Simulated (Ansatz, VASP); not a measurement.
# One calculation of Yb, two programs

```
CELL_PARAMETERS angstrom
0.00000 2.71539 2.71539
2.71539 0.00000 2.71539
2.71539 2.71539 0.00000
ATOMIC_POSITIONS crystal
Yb 0.00000 0.00000 0.00000
```

Alike in both runs: task relaxation of cell and atoms; functional r2SCAN; k mesh 10 × 10 × 10; occupations fermi-dirac, width 0.05 eV; no spin polarisation.

|  | VASP | Ansatz |
| --- | --- | --- |
| version | VASP 6.6.1 | Ansatz 0.2.0 |
| potentials or method | VASP PAW PBE potentials, release 64 (Yb) | PAW with Ansatz's default frozen-core files, scalar-relativistic |
| plane-wave cutoff (eV) | 600 | 500 |
| valence electrons in the cell | 24 | 24 |

VASP gave:

- relaxed volume (Å³/atom): 34.68
- relaxed cell length with the largest relative difference (Å): 3.660

Question: What did Ansatz give for the same quantities?

Answer: Relaxed volume (Å³/atom): 35.23; relaxed cell length with the largest relative difference (Å): 3.680.

VASP's potentials were made for PBE, not for r2SCAN.

Spin-orbit coupling is off throughout.
